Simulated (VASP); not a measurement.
# YPdF2 (P-3m1) in VASP: density of states with PBE

Aim: the density of states of YPdF2 with PBE.

Everything below comes from runs of VASP 6.6.1. Logs are shortened: lines on timing, memory, paths and dates and some standing lists are left out, and cuts for length are marked.

**1. The cell of the first run**

It takes space group P-3m1 (No. 164, trigonal). Conventional cell: a = 3.860 Å, b = 3.860 Å, c = 5.712 Å, α = 90.00°, β = 90.00°, γ = 120.00°. Y (site symmetry -3m) has 6 F at 2.29 Å and 2 Pd at 2.86 Å within 3.0 Å. Pd (site symmetry -3m) has 2 Y at 2.86 Å and 6 F at 3.23 Å within 3.8 Å. F (site symmetry 3m) has 3 Y at 2.29 Å and 3 F at 2.46 Å within 3.0 Å.

**2. Density of states, PBE**

File POSCAR:

```
YPdF2
1.0
    3.8603459419      0.0000000000      0.0000000000
   -1.9301729709      3.3431576531      0.0000000000
    0.0000000000      0.0000000000      5.7117013044
Y Pd F
1 1 2
Direct
    0.0000000000      0.0000000000      0.5000000000
    0.0000000000      0.0000000000      0.0000000000
    0.3333333333      0.6666666667      0.5915366799
    0.6666666667      0.3333333333      0.4084633201
```

File INCAR.step1:

```
ALGO = Normal
EDIFF = 1E-7
ENCUT = 520
GGA = PE
ISIF = 2
ISMEAR = 0
LASPH = True
LCHARG = True
LMAXMIX = 4
LREAL = False
LWAVE = False
NBANDS = 26
NELM = 100
PREC = Accurate
SIGMA = 0.1
```

File KPOINTS.step1:

```
k-points
0
Gamma
  12 12 8
```

File INCAR.step2:

```
ALGO = Normal
EDIFF = 1E-7
ENCUT = 520
GGA = PE
ICHARG = 11
ISIF = 2
ISMEAR = -5
LASPH = True
LCHARG = False
LMAXMIX = 4
LORBIT = 11
LREAL = False
LWAVE = False
NEDOS = 2001
NELM = 100
PREC = Accurate
SIGMA = 0.1
```

File KPOINTS.step2:

```
k-points
0
Gamma
  18 18 12
```

Potentials or basis: VASP PAW PBE potentials, release 64 (Y_sv, Pd, F).

Launch:

```sh
$ cat potpaw_PBE.64/Y_sv/POTCAR potpaw_PBE.64/Pd/POTCAR potpaw_PBE.64/F/POTCAR > POTCAR
$ cp INCAR.step1 INCAR
$ cp KPOINTS.step1 KPOINTS
$ mpirun -np 1 vasp_std > vasp.out
$ cp INCAR.step2 INCAR
$ cp KPOINTS.step2 KPOINTS
$ mpirun -np 1 vasp_std > vasp.out
```

OUTCAR:

```text
EDIFF = 1E-7
   ENCUT = 520
   GGA = PE
   ICHARG = 11
   ISIF = 2
   ISMEAR = -5
   LASPH = True
   LORBIT = 11
   LREAL = False
   NELM = 100
   PREC = Accurate

 ion  position               nearest neighbor table
   1  0.000  0.000  0.500-   3 2.29   4 2.29   3 2.29   4 2.29   4 2.29   3 2.29   2 2.86   2 2.86

   2  0.000  0.000  0.000-   1 2.86   1 2.86
   3  0.333  0.667  0.592-   1 2.29   1 2.29   1 2.29
   4  0.667  0.333  0.408-   1 2.29   1 2.29   1 2.29

  LATTYP: Found a hexagonal cell.
 ALAT       =     3.8603459419
 C/A-ratio  =     1.4795827603

  Lattice vectors:

 A1 = (   3.8603459419,   0.0000000000,   0.0000000000)
 A2 = (  -1.9301729709,   3.3431576531,   0.0000000000)
 A3 = (   0.0000000000,   0.0000000000,   5.7117013044)

Analysis of symmetry for initial positions (statically):
=====================================================================
 Subroutine PRICEL returns:
 Original cell was already a primitive cell.

 Routine SETGRP: Setting up the symmetry group for a
 hexagonal supercell.

 Subroutine GETGRP returns: Found 12 space group operations
 (whereof 12 operations were pure point group operations)
 out of a pool of 24 trial point group operations.

The static configuration has the point symmetry D_3d.

Analysis of symmetry for dynamics (positions and initial velocities):
=====================================================================
 Subroutine PRICEL returns:
 Original cell was already a primitive cell.

 Routine SETGRP: Setting up the symmetry group for a
 hexagonal supercell.

 Subroutine GETGRP returns: Found 12 space group operations
 (whereof 12 operations were pure point group operations)
 out of a pool of 24 trial point group operations.

The dynamic configuration has the point symmetry D_3d.

 Subroutine INISYM returns: Found 12 space group operations
 (whereof 12 operations are pure point group operations),
 and found     1 'primitive' translations

----------------------------------------------------------------------------------------

                                     Primitive cell

  volume of cell :      73.7138

  direct lattice vectors                    reciprocal lattice vectors
     3.860345942  0.000000000  0.000000000     0.259044141  0.149559205  0.000000000
    -1.930172971  3.343157653  0.000000000     0.000000000  0.299118410  0.000000000
     0.000000000  0.000000000  5.711701304     0.000000000  0.000000000  0.175079183

  length of vectors
     3.860345942  3.860345942  5.711701304     0.299118410  0.299118410  0.175079183

  position of ions in fractional coordinates (direct lattice)
     0.000000000  0.000000000  0.500000000
     0.000000000  0.000000000  0.000000000
     0.333333333  0.666666667  0.591536680
     0.666666667  0.333333333  0.408463320

  ion indices of the primitive-cell ions
   primitive index   ion index
                 1           1
                 2           2
                 3           3
                 4           4

----------------------------------------------------------------------------------------

 KPOINTS: k-points

Automatic generation of k-mesh.
 Grid dimensions read from file:
 generate k-points for:   18   18   12

 Generating k-lattice:

  Cartesian coordinates                     Fractional coordinates (reciprocal lattice)
     0.014391341  0.008308845  0.000000000     0.055555556  0.000000000  0.000000000
     0.000000000  0.016617689  0.000000000     0.000000000  0.055555556  0.000000000
     0.000000000  0.000000000  0.014589932     0.000000000  0.000000000  0.083333333

  Length of vectors
     0.016617689  0.016617689  0.014589932

  Shift w.r.t. Gamma in fractional coordinates (k-lattice)
     0.000000000  0.000000000  0.000000000

 TETIRR: Found   5714 inequivalent tetrahedra from    23328

 Subroutine IBZKPT returns following result:
 ===========================================

 Found    394 irreducible k-points:

 Following reciprocal coordinates:
            Coordinates               Weight
  0.000000  0.000000  0.000000      1.000000
  0.055556  0.000000  0.000000      6.000000
  0.111111  0.000000  0.000000      6.000000
  0.166667  0.000000  0.000000      6.000000
  0.222222  0.000000  0.000000      6.000000
  0.277778  0.000000  0.000000      6.000000
[... 16 lines left out ...]
  0.333333  0.111111  0.000000     12.000000
  0.388889  0.111111  0.000000     12.000000
 [... further k-points ...]
   k-points           NKPTS =    394   k-points in BZ     NKDIM =    394   number of bands    NBANDS=     21
   number of dos      NEDOS =   2001   number of ions     NIONS =      4
   total plane-waves  NPLWV =  37800
   dimension x,y,z NGX =    30 NGY =   30 NGZ =   42
   dimension x,y,z NGXF=    60 NGYF=   60 NGZF=   84
   ions per type =               1   1   2
   NGX,Y,Z   is equivalent  to a cutoff of  12.92, 12.92, 12.22 a.u.
   NGXF,Y,Z  is equivalent  to a cutoff of  25.84, 25.84, 24.45 a.u.
 SYSTEM =  unknown system
   PREC   = accura    normal or accurate (medium, high low for compatibility)
   ISTART =      0    job   : 0-new  1-cont  2-samecut
   ICHARG =     11    charge: 1-file 2-atom 10-const
   ISPIN  =      1    spin polarized calculation?
   LNONCOLLINEAR =      F non collinear calculations
   LSORBIT =      F    spin-orbit coupling
   LASPH  =      T    aspherical Exc in radial PAW
   ENCUT  =  520.0 eV  38.22 Ry    6.18 a.u.   7.18  7.18 10.62*2*pi/ulx,y,z
   NELM   =    100;   NELMIN=  2; NELMDL=  0     # of ELM steps
   EDIFF  = 0.1E-06   stopping-criterion for ELM
   LREAL  =      F    real-space projection
   EDIFFG = 0.1E-05   stopping-criterion for IOM
   NSW    =      0    number of steps for IOM
   IBRION =     -1    ionic relax: 0-MD 1-quasi-New 2-CG
   NFREE  =      0    steps in history (QN), initial steepest desc. (CG)
   ISIF   =      2    stress and relaxation
   ISYM   =      2    0-nonsym 1-usesym 2-fastsym
   POTIM  = 0.5000    time-step for ionic-motion
   TEBEG  =    0.0;   TEEND  =   0.0 temperature during run
   PSTRESS=    0.0 pullay stress
   NELECT =      35.0000    total number of electrons
   NUPDOWN=      -1.0000    fix difference up-down
   EMIN   =  10.00;   EMAX   =-10.00  energy-range for DOS
   EFERMI =   0.00;   METHOD = LEGACY
   ISMEAR =    -5;   SIGMA  =   0.10  broadening in eV -4-tet -1-fermi 0-gaus
   EFERMI_NEDOS =   21; number of points for ismear=-14 and -15
   IALGO  =     38    algorithm
   IMIX   =      4    mixing-type and parameters
     AMIX     =   0.40;   BMIX     =  1.00
     AMIX_MAG =   1.60;   BMIX_MAG =  1.00
  volume/ion in A,a.u.               =      18.43       124.36
  Fermi-wavevector in a.u.,A,eV,Ry     =   1.277168  2.413497 22.193249  1.631158
  Thomas-Fermi vector in A             =   2.409783
   LORBIT       =     11    0 simple, 1 ext, 2 COOP (PROOUT), +10 PAW based schemes
   GGA     = PE    functional components
   LHFCALC =     F    Hartree Fock is set to
   AEXX    =    0.0000 exact exchange contribution
   IVDW    =     0    specifies the selected vdW correction
   LEPSILON=     F    determine dielectric tensor
   LRPA    =     F    only Hartree local field effects (RPA)
 non-spin polarized calculation
 Fermi weights with tetrahedron method with Bloechl corrections
  energy-cutoff  :      520.00
  volume of cell :       73.71
 maximum number of plane-waves:      2007
 NGX is ok and might be reduce to    30

 number of electron      34.9999994 magnetization

 Free energy of the ion-electron system (eV)
  ---------------------------------------------------
  ext. energy  EPLUGINS =         0.00000000
  ---------------------------------------------------
  free energy    TOTEN  =       -24.69737170 eV

  energy without entropy =      -24.69737170  energy(sigma->0) =      -24.69737170

 E-fermi :   3.5714     XC(G=0):  -9.6500

 val. band max:        3.5627957866   @ k =   0.2778   0.1667   0.0833
 cond. band min:       3.5650125467   @ k =   0.0000   0.3889   0.0833
 fundamental gap:      0.0022167601
 Fermi energy:         3.5714106635

 k-point     1 :       0.0000    0.0000    0.0000
  band No.  band energies     occupation
      1     -40.0689      2.00000
      2     -22.1150      2.00000
      3     -21.5279      2.00000
      4     -19.9896      2.00000
      5     -19.9896      2.00000
      6     -19.6876      2.00000
[... 13 lines left out ...]
     20       6.6532      0.00000
     21       7.1198      0.00000

 k-point     2 :       0.0556    0.0000    0.0000
  band No.  band energies     occupation
      1     -40.0678      2.00000
      2     -22.1554      2.00000
      3     -21.5283      2.00000
      4     -19.9927      2.00000
      5     -19.9389      2.00000
      6     -19.6967      2.00000
[... 13 lines left out ...]
     20       6.6582      0.00000
     21       7.1603      0.00000

 k-point     3 :       0.1111    0.0000    0.0000
  band No.  band energies     occupation
      1     -40.0646      2.00000
      2     -22.2617      2.00000
      3     -21.5313      2.00000
      4     -20.0016      2.00000
      5     -19.8150      2.00000
      6     -19.7085      2.00000
[... 13 lines left out ...]
     20       6.6723      0.00000
     21       7.2716      0.00000
[... 457 lines left out ...]
 k-point    23 :       0.3333    0.1111    0.0000
  band No.  band energies     occupation
      1     -40.0348      2.00000
      2     -22.8602      2.00000
      3     -21.7682      2.00000
      4     -20.0360      2.00000
      5     -19.8428      2.00000
      6     -18.8220      2.00000
[... 13 lines left out ...]
     20       6.5957      0.00000
     21       6.9246      0.00000

 k-point    24 :       0.3889    0.1111    0.0000
  band No.  band energies     occupation
      1     -40.0317      2.00000
      2     -22.9025      2.00000
      3     -21.8015      2.00000
      4     -20.0233      2.00000
      5     -19.8677      2.00000
      6     -18.7306      2.00000
[... 13 lines left out ...]
     20       6.4925      0.00000
     21       6.8409      0.00000

 [... further k-points ...]

------------------------ aborting loop because EDIFF is reached ----------------------------------------

  FORCE on cell =-STRESS in cart. coord.  units (eV):
  Direction    XX          YY          ZZ          XY          YZ          ZX
  --------------------------------------------------------------------------------------
  -------------------------------------------------------------------------------------
  Total       -0.0806824     -0.0806824     -0.0755188     -0.0000000     -0.0000000      0.0000000
  in kB       -1.7536413     -1.7536413     -1.6414111     -0.0000000     -0.0000000      0.0000000
  external PRESSURE =      -1.7162312 kB  Pullay stress =       0.0000000 kB

 VOLUME and BASIS-vectors are now :
 -----------------------------------------------------------------------------
  energy-cutoff  :      520.00
  volume of cell :       73.71
      direct lattice vectors                 reciprocal lattice vectors
     3.860345942  0.000000000  0.000000000     0.259044141  0.149559205  0.000000000
    -1.930172971  3.343157653  0.000000000     0.000000000  0.299118410  0.000000000
     0.000000000  0.000000000  5.711701304     0.000000000  0.000000000  0.175079183

 POSITION                                       TOTAL-FORCE (eV/Angst)
 -----------------------------------------------------------------------------------
      0.00000      0.00000      2.85585        -0.000000      0.000000      0.000000
      0.00000      0.00000      0.00000        -0.000000      0.000000      0.000000
     -0.00000      2.22877      3.37868         0.000000     -0.000000     -0.001303
      1.93017      1.11439      2.33302        -0.000000      0.000000      0.001303
 -----------------------------------------------------------------------------------
    total drift:                                0.000000      0.000000     -0.000000

  FREE ENERGIE OF THE ION-ELECTRON SYSTEM (eV)
  ---------------------------------------------------
  free  energy   TOTEN  =       -24.6973716990 eV

  energy  without entropy=      -24.6973716990  energy(sigma->0) =      -24.69737170

 total charge

# of ion       s       p       d       f       tot
--------------------------------------------------
    1        2.169   6.349   0.881   0.126   9.524
    2        0.388   0.054   8.749   0.000   9.190
    3        1.741   4.390   0.000   0.000   6.132
    4        1.741   4.390   0.000   0.000   6.132
--------------------------------------------------
tot          6.039  15.183   9.629   0.126  30.978
```

Wall time 8.6 min (1 thread of Intel Xeon Platinum 8124M at 3.00GHz (Skylake/Cascade Lake), shared host); peak memory 0.76 GiB.

Results:

```yaml
Valence_electrons_inside_the_program's_atomic_spheres: Y 9.52; Pd 9.19; F 6.13
```

Levels at points of the mesh, in eV from the Fermi level:
| k point | band 15 | band 16 | band 17 | band 18 | band 19 | band 20 | band 21 |
| --- | --- | --- | --- | --- | --- | --- | --- |
| (0.00, 0.00, 0.00) | -1.74 | -1.74 | -1.30 | -1.30 | 3.08 | 3.08 | 3.55 |
| (0.50, 0.00, 0.00) | -1.75 | -1.65 | -0.84 | 0.76 | 2.01 | 2.91 | 3.20 |
| (0.00, 0.00, 0.50) | -1.54 | -1.31 | -1.31 | -1.23 | 0.25 | 2.45 | 2.45 |
| (0.50, 0.00, 0.50) | -1.60 | -1.56 | -0.84 | 0.78 | 1.55 | 1.69 | 2.52 |

Caveat: an odd number of electrons without spin polarisation forces a metal; a magnetic or distorted state may lie lower; tetrahedron occupations give inexact forces and stress in metals.
